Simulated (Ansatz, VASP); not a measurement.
# Two plane-wave programs on WSe2

```xyz
3
Lattice="3.3201 0.0000 0.0000 -1.6600 2.8753 0.0000 0.0000 0.0000 16.6542" Properties=species:S:1:pos:R:3 pbc="T T T"
W     0.0000    0.0000    0.0000
Se    0.0000    1.9169    1.6783
Se    0.0000    1.9169   14.9759
```

Alike in both runs: functional PBE; k mesh 12 × 12 × 2; occupations gaussian, width 0.02 eV; no spin polarisation.

Ansatz relaxed the structure, and its values are those at the end. VASP's run is a single point on that final structure, the one shown.

|  | VASP | Ansatz |
| --- | --- | --- |
| version | VASP 6.6.1 | Ansatz 0.2.0 |
| potentials or method | VASP PAW PBE potentials, release 64 (W_sv, Se), cutoff 520 eV | scalar-relativistic, plane waves, PAW |
| valence electrons in the cell | 26 | 46 |

|  | VASP | Ansatz | Ansatz less VASP |
| --- | --- | --- | --- |
| gap on the k mesh at the Fermi level (eV) | 1.55 | 1.55 | +0.003 |
| least direct gap on the mesh (eV) | 1.55 | 1.55 | +0.003 |
| rms of the force components (eV/Å) | 0.021 | 0.000 | -0.0206 |

With one functional, cell and mesh, what is left measures potentials, basis and numerics. VASP's potentials hold 26 valence electrons a cell and Ansatz's 46, so a difference there can come from the potentials and not from the codes. Ansatz's warnings: xc potential rough in thin density.

Spin-orbit coupling is off throughout.
